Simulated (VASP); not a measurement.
A run of VASP 6.6.1:

The input INCAR:

```
PREC = Accurate
ENCUT = 600
EDIFF = 1E-6
ISMEAR = 0
SIGMA = 0.1
LREAL = F
LASPH = T
NELM = 100
ALGO = Normal
ISIF = 3
LWAVE = F
LCHARG = F
GGA = PE
IBRION = 2
NSW = 90
EDIFFG = -0.04
```

The input KPOINTS:

```
Automatic mesh
0
Gamma
  9 9 6
```

File POSCAR:

```
Ge
1.0
    2.8357118369      0.0000000000      0.0000000000
   -1.4178559185      2.4557984886      0.0000000000
    0.0000000000      0.0000000000      2.8241665052
Ge
1
Direct
    0.0000000000      0.0000000000      0.5000000000
```

Potentials or basis: VASP PAW PBE potentials, release 64 (Ge_d).

Command:

```bash
$ cat potpaw_PBE.64/Ge_d/POTCAR > POTCAR
$ mpirun -np 1 vasp_std > vasp.out
```

Hardware: 1 thread of Intel(R) Xeon(R) Platinum 8488C (Sapphire Rapids), on a shared host.

Q: How long does it take, and how much memory?

A: Wall time 16 s on 1 thread of Intel(R) Xeon(R) Platinum 8488C (Sapphire Rapids) (shared host), peak memory 0.14 GiB. Counts: scf iterations 32, k points 48, ion steps 5.
